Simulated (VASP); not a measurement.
# Co3Si (P6_3mc) in VASP: a series of runs

Runs on Co3Si. Level: PBEsol. Tasks: single point.

Everything below comes from runs of VASP 6.6.1. Logs are shortened: lines on timing, memory, paths and dates and some standing lists are left out, and cuts for length are marked.

### Step 1. The cell of the first run

Symmetry: P6_3mc, No. 186, hexagonal system. Conventional cell: a = 4.889 Å, b = 4.889 Å, c = 3.904 Å, α = 90.00°, β = 90.00°, γ = 120.00°. Within 3.1 Å of Co (site symmetry m) lie 4 Si at 2.32 to 2.50 Å and 8 Co at 2.41 to 2.45 Å. Within 3.1 Å of Si (site symmetry 3m) lie 12 Co at 2.32 to 2.50 Å.

### Step 2. Single point, PBEsol (all Si atoms moved +0.113 Å, as atom 7 along Cartesian [0 0 1])

INCAR reads:

```
PREC = Accurate ; ENCUT = 520
EDIFF = 1E-6 ; ISMEAR = 0
SIGMA = 0.15 ; LREAL = F
LASPH = T ; NELM = 60
ALGO = Fast ; ISIF = 2
LWAVE = F ; LCHARG = F
GGA = PS ; NBANDS = 41
```

KPOINTS reads:

```
regular mesh
0
Gamma
  12 12 10
```

POSCAR reads:

```
Co3Si
1.0
    4.8891302239      0.0000000000      0.0000000000
   -2.4445651119      4.2341109763      0.0000000000
    0.0000000000      0.0000000000      3.9040737741
Co Si
6 2
Direct
    0.1664189026      0.3328378052      0.7500000000
    0.6671621948      0.8335810974      0.7500000000
    0.1664189026      0.8335810974      0.7500000000
    0.8335810974      0.6671621948      0.2500000000
    0.3328378052      0.1664189026      0.2500000000
    0.8335810974      0.1664189026      0.2500000000
    0.6666666667      0.3333333333      0.7788160538
    0.3333333333      0.6666666667      0.2788160538
```

Potentials or basis: VASP PAW PBE potentials, release 64 (Co, Si).

Command:

```bash
$ cat potpaw_PBE.64/Co/POTCAR potpaw_PBE.64/Si/POTCAR > POTCAR
$ mpirun -np 1 vasp_std > vasp.out
```

OUTCAR:

```text
PREC = Accurate
   ENCUT = 520
   EDIFF = 1E-6
   ISMEAR = 0
   LREAL = F
   LASPH = T
   NELM = 60
   ISIF = 2
   GGA = PS

 ion  position               nearest neighbor table
   1  0.166  0.333  0.750-   8 2.32   5 2.41   5 2.41   6 2.41   6 2.41   3 2.44   2 2.44   7 2.45
                             7 2.45   3 2.45   2 2.45   8 2.50
   2  0.667  0.834  0.750-   8 2.32   4 2.41   4 2.41   6 2.41   6 2.41   3 2.44   1 2.44   7 2.45
                             7 2.45   3 2.45   1 2.45   8 2.50
   3  0.166  0.834  0.750-   8 2.32   5 2.41   5 2.41   4 2.41   4 2.41   1 2.44   2 2.44   7 2.45
                             7 2.45   1 2.45   2 2.45   8 2.50
   4  0.834  0.667  0.250-   7 2.32   2 2.41   2 2.41   3 2.41   3 2.41   6 2.44   5 2.44   8 2.45
                             8 2.45   6 2.45   5 2.45   7 2.50
   5  0.333  0.166  0.250-   7 2.32   1 2.41   1 2.41   3 2.41   3 2.41   6 2.44   4 2.44   8 2.45
                             8 2.45   6 2.45   4 2.45   7 2.50
   6  0.834  0.166  0.250-   7 2.32   2 2.41   2 2.41   1 2.41   1 2.41   4 2.44   5 2.44   8 2.45
                             8 2.45   4 2.45   5 2.45   7 2.50
   7  0.667  0.333  0.779-   6 2.32   4 2.32   5 2.32   2 2.45   1 2.45   3 2.45   3 2.45   2 2.45
                             1 2.45   6 2.50   4 2.50   5 2.50
   8  0.333  0.667  0.279-   3 2.32   1 2.32   2 2.32   5 2.45   4 2.45   6 2.45   6 2.45   5 2.45
                             4 2.45   3 2.50   1 2.50   2 2.50

  LATTYP: Found a hexagonal cell.
 ALAT       =     4.8891302239
 C/A-ratio  =     0.7985211265

  Lattice vectors:

 A1 = (   4.8891302239,   0.0000000000,   0.0000000000)
 A2 = (  -2.4445651119,   4.2341109763,   0.0000000000)
 A3 = (   0.0000000000,   0.0000000000,   3.9040737741)

Analysis of symmetry for initial positions (statically):
=====================================================================
 Subroutine PRICEL returns:
 Original cell was already a primitive cell.

 Routine SETGRP: Setting up the symmetry group for a
 hexagonal supercell.

 Subroutine GETGRP returns: Found 12 space group operations
 (whereof  6 operations were pure point group operations)
 out of a pool of 24 trial point group operations.

The static configuration has the point symmetry C_3v.
 The point group associated with its full space group is C_6v.

Analysis of symmetry for dynamics (positions and initial velocities):
=====================================================================
 Subroutine PRICEL returns:
 Original cell was already a primitive cell.

 Routine SETGRP: Setting up the symmetry group for a
 hexagonal supercell.

 Subroutine GETGRP returns: Found 12 space group operations
 (whereof  6 operations were pure point group operations)
 out of a pool of 24 trial point group operations.
[... 125 lines left out ...]
   NELECT =      62.0000    total number of electrons
   NUPDOWN=      -1.0000    fix difference up-down
   EMIN   =  10.00;   EMAX   =-10.00  energy-range for DOS
   EFERMI =   0.00;   METHOD = LEGACY
   ISMEAR =     0;   SIGMA  =   0.15  broadening in eV -4-tet -1-fermi 0-gaus
   EFERMI_NEDOS =   21; number of points for ismear=-14 and -15
   IALGO  =     68    algorithm
   IMIX   =      4    mixing-type and parameters
     AMIX     =   0.40;   BMIX     =  1.00
     AMIX_MAG =   1.60;   BMIX_MAG =  1.00
  volume/ion in A,a.u.               =      10.10        68.17
  Fermi-wavevector in a.u.,A,eV,Ry     =   1.498654  2.832046 30.558202  2.245964
  Thomas-Fermi vector in A             =   2.610385
   LORBIT       =      0    0 simple, 1 ext, 2 COOP (PROOUT), +10 PAW based schemes
   GGA     = PS    functional components
   LHFCALC =     F    Hartree Fock is set to
   AEXX    =    0.0000 exact exchange contribution
   IVDW    =     0    specifies the selected vdW correction
   LEPSILON=     F    determine dielectric tensor
   LRPA    =     F    only Hartree local field effects (RPA)
 non-spin polarized calculation
 RMM-DIIS sequential band-by-band and
 Gauss-broadening in eV      SIGMA  =   0.15
  energy-cutoff  :      520.00
  volume of cell :       80.82
 maximum number of plane-waves:      2202
   NGX = 19   NGY = 19   NGZ = 15

 number of electron      61.9999958 magnetization

 Free energy of the ion-electron system (eV)
  ---------------------------------------------------
  ext. energy  EPLUGINS =         0.00000000
  ---------------------------------------------------
  free energy    TOTEN  =       -60.70094478 eV

  energy without entropy =      -60.60161820  energy(sigma->0) =      -60.65128149

 E-fermi :  11.9887     XC(G=0): -13.6902

 val. band max:       11.9882081863   @ k =   0.3333   0.0833   0.4000
 cond. band min:      11.9887262810   @ k =   0.4167   0.1667   0.5000
 fundamental gap:      0.0005180946
 Fermi energy:        11.9886686190

 k-point     1 :       0.0000    0.0000    0.0000
  band No.  band energies     occupation
      1      -0.2164      2.00000
      2       3.6830      2.00000
      3       6.9176      2.00000
      4       7.1355      2.00000
      5       7.1355      2.00000
      6       7.1838      2.00000
[... 1045 lines left out ...]
     40      16.9754      0.00000
     41      17.8650      0.00000

 [... further k-points ...]

------------------------ aborting loop because EDIFF is reached ----------------------------------------

  FORCE on cell =-STRESS in cart. coord.  units (eV):
  Direction    XX          YY          ZZ          XY          YZ          ZX
  --------------------------------------------------------------------------------------
  -------------------------------------------------------------------------------------
  Total        0.2041859      0.2041859      0.7976493      0.0000000      0.0000000      0.0000000
  in kB        4.0478504      4.0478504     15.8128714      0.0000000      0.0000000      0.0000000
  external PRESSURE =       7.9695241 kB  Pullay stress =       0.0000000 kB

 VOLUME and BASIS-vectors are now :
 -----------------------------------------------------------------------------
  energy-cutoff  :      520.00
  volume of cell :       80.82
      direct lattice vectors                 reciprocal lattice vectors
     4.889130224  0.000000000  0.000000000     0.204535358  0.118088544  0.000000000
    -2.444565112  4.234110976  0.000000000     0.000000000  0.236177088  0.000000000
     0.000000000  0.000000000  3.904073774     0.000000000  0.000000000  0.256142701

 POSITION                                       TOTAL-FORCE (eV/Angst)
 -----------------------------------------------------------------------------------
      0.00000      1.40927      2.92806        -0.000000     -0.103312      0.420064
      1.22410      3.52947      2.92806         0.089470      0.051656      0.420064
     -1.22410      3.52947      2.92806        -0.089470      0.051656      0.420064
      2.44457      2.82484      0.97602         0.000000      0.103312      0.420064
      1.22047      0.70464      0.97602        -0.089470     -0.051656      0.420064
      3.66866      0.70464      0.97602         0.089470     -0.051656      0.420064
      2.44457      1.41137      3.04056         0.000000     -0.000000     -1.260192
     -0.00000      2.82274      1.08852         0.000000      0.000000     -1.260192
 -----------------------------------------------------------------------------------
    total drift:                                0.000001      0.000003     -0.000003

  FREE ENERGIE OF THE ION-ELECTRON SYSTEM (eV)
  ---------------------------------------------------
  free  energy   TOTEN  =       -60.7009447785 eV

  energy  without entropy=      -60.6016181963  energy(sigma->0) =      -60.65128149
```

stdout:

```text
POSCAR found type information on POSCAR CoSi
 POSCAR found :  2 types and       8 ions
 scaLAPACK will be used
 -----------------------------------------------------------------------------
|                                                                             |
|                                                                             |
|     You enforced a specific xc type in the INCAR file but a different       |
|     I HOPE YOU KNOW WHAT YOU ARE DOING!                                     |
|                                                                             |
 -----------------------------------------------------------------------------

 LDA part: xc-table for (Slater+PW92), standard interpolation
 POSCAR, INCAR and KPOINTS ok, starting setup
 FFT: planning ... GRIDC
 FFT: planning ... GRID_SOFT
 FFT: planning ... GRID
 WAVECAR not read
 entering main loop
```

It took 5.6 min on 1 thread of Intel Xeon Platinum 8488C (Sapphire Rapids), shared host; peak memory 0.39 GiB.

Results:

```yaml
Free_energy: -60.7009 eV
Pressure: 0.8 GPa
Largest_force: 1.260 eV/Å
Band_gap_on_the_k_mesh: zero (bands 31 and 32 overlap by 0.58 eV)
```

Forces on the atoms (eV/Å):
```
Co   0.000 -0.103  0.420
Co   0.089  0.052  0.420
Co  -0.089  0.052  0.420
Co   0.000  0.103  0.420
Co  -0.089 -0.052  0.420
Co   0.089 -0.052  0.420
Si   0.000  0.000 -1.260
Si   0.000  0.000 -1.260
```

Levels at points of the mesh, in eV from the Fermi level:
```tsv
k point	band 27	band 28	band 29	band 30	band 31	band 32	band 33	band 34	band 35	band 36
(0.00, 0.00, 0.00)	-0.46	-0.41	-0.41	-0.26	0.41	0.58	0.61	0.83	1.16	1.16
(0.50, 0.00, 0.00)	-0.67	-0.63	-0.47	-0.33	-0.33	0.38	0.44	1.21	2.23	2.86
(0.00, 0.00, 0.50)	-0.31	-0.31	-0.31	-0.31	0.04	0.04	0.53	0.53	0.61	0.61
(0.50, 0.00, 0.50)	-0.77	-0.77	-0.29	-0.29	0.01	0.01	0.26	0.26	0.95	0.95
```

Caveat: the cell differs from its parent crystal (all Si atoms moved +0.113 Å, as atom 7 along Cartesian [0 0 1]); the PAW data sets were made with another functional, which shifts forces and pressure a little; the run has no spin polarisation, though such a crystal can be magnetic.

### Step 3. Single point, PBEsol (all Si atoms moved +0.037 Å, as atom 7 along Cartesian [0 0 1])

INCAR reads:

```
  ALGO = Fast
  EDIFF = 1E-6
  ENCUT = 520
  GGA = PS
  ISIF = 2
  ISMEAR = 0
  LASPH = True
  LCHARG = False
  LREAL = False
  LWAVE = False
  NBANDS = 41
  NELM = 100
  PREC = Accurate
  SIGMA = 0.15
```

KPOINTS reads:

```
k-points
0
Gamma
  12 12 10
```

POSCAR, as its differences from that of step 2:

```diff
@@ -14,3 +14,3 @@
     0.8335810974      0.1664189026      0.2500000000
-    0.6666666667      0.3333333333      0.7788160538
-    0.3333333333      0.6666666667      0.2788160538
+    0.6666666667      0.3333333333      0.7596053513
+    0.3333333333      0.6666666667      0.2596053513
```

Potentials or basis: VASP PAW PBE potentials, release 64 (Co, Si).

Command:

```bash
$ cat potpaw_PBE.64/Co/POTCAR potpaw_PBE.64/Si/POTCAR > POTCAR
$ mpirun -np 1 vasp_std > vasp.out
```

OUTCAR:

```text
EDIFF = 1E-6
   ENCUT = 520
   GGA = PS
   ISIF = 2
   ISMEAR = 0
   LASPH = True
   LREAL = False
   NELM = 100
   PREC = Accurate

 ion  position               nearest neighbor table
   1  0.166  0.333  0.750-   8 2.38   5 2.41   5 2.41   6 2.41   6 2.41   8 2.44   3 2.44   2 2.44
                             7 2.44   7 2.44   3 2.45   2 2.45
   2  0.667  0.834  0.750-   8 2.38   4 2.41   4 2.41   6 2.41   6 2.41   8 2.44   3 2.44   1 2.44
                             7 2.44   7 2.44   3 2.45   1 2.45
   3  0.166  0.834  0.750-   8 2.38   5 2.41   5 2.41   4 2.41   4 2.41   8 2.44   1 2.44   2 2.44
                             7 2.44   7 2.44   1 2.45   2 2.45
   4  0.834  0.667  0.250-   7 2.38   2 2.41   2 2.41   3 2.41   3 2.41   7 2.44   6 2.44   5 2.44
                             8 2.44   8 2.44   6 2.45   5 2.45
   5  0.333  0.166  0.250-   7 2.38   1 2.41   1 2.41   3 2.41   3 2.41   7 2.44   6 2.44   4 2.44
                             8 2.44   8 2.44   6 2.45   4 2.45
   6  0.834  0.166  0.250-   7 2.38   2 2.41   2 2.41   1 2.41   1 2.41   7 2.44   4 2.44   5 2.44
                             8 2.44   8 2.44   4 2.45   5 2.45
   7  0.667  0.333  0.760-   6 2.38   4 2.38   5 2.38   6 2.44   4 2.44   5 2.44   2 2.44   1 2.44
                             3 2.44   3 2.44   2 2.44   1 2.44
   8  0.333  0.667  0.260-   3 2.38   1 2.38   2 2.38   3 2.44   1 2.44   2 2.44   5 2.44   4 2.44
                             6 2.44   6 2.44   5 2.44   4 2.44

  LATTYP: Found a hexagonal cell.
 ALAT       =     4.8891302239
 C/A-ratio  =     0.7985211265

  Lattice vectors:

 A1 = (   4.8891302239,   0.0000000000,   0.0000000000)
 A2 = (  -2.4445651119,   4.2341109763,   0.0000000000)
 A3 = (   0.0000000000,   0.0000000000,   3.9040737741)

Analysis of symmetry for initial positions (statically):
=====================================================================
 Subroutine PRICEL returns:
 Original cell was already a primitive cell.

 Routine SETGRP: Setting up the symmetry group for a
 hexagonal supercell.

[... 158 lines left out ...]
   LHFCALC =     F    Hartree Fock is set to
   AEXX    =    0.0000 exact exchange contribution
   IVDW    =     0    specifies the selected vdW correction
   LEPSILON=     F    determine dielectric tensor
   LRPA    =     F    only Hartree local field effects (RPA)
 non-spin polarized calculation
 RMM-DIIS sequential band-by-band and
 Gauss-broadening in eV      SIGMA  =   0.15
  energy-cutoff  :      520.00
  volume of cell :       80.82
 maximum number of plane-waves:      2202
   NGX = 19   NGY = 19   NGZ = 15

 number of electron      61.9999958 magnetization

 Free energy of the ion-electron system (eV)
  ---------------------------------------------------
  ext. energy  EPLUGINS =         0.00000000
  ---------------------------------------------------
  free energy    TOTEN  =       -60.82578881 eV

  energy without entropy =      -60.72641445  energy(sigma->0) =      -60.77610163

 E-fermi :  11.9950     XC(G=0): -13.6929

 val. band max:       11.9937971079   @ k =   0.2500   0.1667   0.4000
 cond. band min:      11.9954282037   @ k =   0.3333   0.0833   0.4000
 fundamental gap:      0.0016310958
 Fermi energy:        11.9950355719

 k-point     1 :       0.0000    0.0000    0.0000
  band No.  band energies     occupation
      1      -0.2156      2.00000
      2       3.6886      2.00000
      3       6.9686      2.00000
      4       7.1414      2.00000
      5       7.1414      2.00000
      6       7.1998      2.00000
[... 1045 lines left out ...]
     40      16.9890      0.00000
     41      17.7851      0.00000

 [... further k-points ...]

------------------------ aborting loop because EDIFF is reached ----------------------------------------

  FORCE on cell =-STRESS in cart. coord.  units (eV):
  Direction    XX          YY          ZZ          XY          YZ          ZX
  --------------------------------------------------------------------------------------
  -------------------------------------------------------------------------------------
  Total       -0.0544758     -0.0544758     -0.0286146     -0.0000000      0.0000000      0.0000000
  in kB       -1.0799463     -1.0799463     -0.5672651     -0.0000000      0.0000000      0.0000000
  external PRESSURE =      -0.9090526 kB  Pullay stress =       0.0000000 kB

 VOLUME and BASIS-vectors are now :
 -----------------------------------------------------------------------------
  energy-cutoff  :      520.00
  volume of cell :       80.82
      direct lattice vectors                 reciprocal lattice vectors
     4.889130224  0.000000000  0.000000000     0.204535358  0.118088544  0.000000000
    -2.444565112  4.234110976  0.000000000     0.000000000  0.236177088  0.000000000
     0.000000000  0.000000000  3.904073774     0.000000000  0.000000000  0.256142701

 POSITION                                       TOTAL-FORCE (eV/Angst)
 -----------------------------------------------------------------------------------
      0.00000      1.40927      2.92806        -0.000000     -0.025686      0.137400
      1.22410      3.52947      2.92806         0.022245      0.012843      0.137400
     -1.22410      3.52947      2.92806        -0.022245      0.012843      0.137400
      2.44457      2.82484      0.97602         0.000000      0.025686      0.137400
      1.22047      0.70464      0.97602        -0.022245     -0.012843      0.137400
      3.66866      0.70464      0.97602         0.022245     -0.012843      0.137400
      2.44457      1.41137      2.96556        -0.000000      0.000000     -0.412200
     -0.00000      2.82274      1.01352        -0.000000      0.000000     -0.412200
 -----------------------------------------------------------------------------------
    total drift:                                0.000000      0.000001      0.000042

  FREE ENERGIE OF THE ION-ELECTRON SYSTEM (eV)
  ---------------------------------------------------
  free  energy   TOTEN  =       -60.8257888147 eV

  energy  without entropy=      -60.7264144537  energy(sigma->0) =      -60.77610163
```

It took 8.2 min on 1 thread of Intel Xeon Platinum 8488C (Sapphire Rapids), shared host; peak memory 0.39 GiB.

Results:

```yaml
Free_energy: -60.8258 eV
Pressure: -0.1 GPa
Largest_force: 0.412 eV/Å
Band_gap_on_the_k_mesh: zero (bands 31 and 32 overlap by 0.58 eV)
```

Forces on the atoms (eV/Å):
```
Co   0.000 -0.026  0.137
Co   0.022  0.013  0.137
Co  -0.022  0.013  0.137
Co   0.000  0.026  0.137
Co  -0.022 -0.013  0.137
Co   0.022 -0.013  0.137
Si   0.000  0.000 -0.412
Si   0.000  0.000 -0.412
```

Caveat: the cell differs from its parent crystal (all Si atoms moved +0.037 Å, as atom 7 along Cartesian [0 0 1]); the PAW data sets were made with another functional, which shifts forces and pressure a little; the run has no spin polarisation, though such a crystal can be magnetic. Spin polarisation is off, so any magnetic state and its effect on volume and gap are missing.
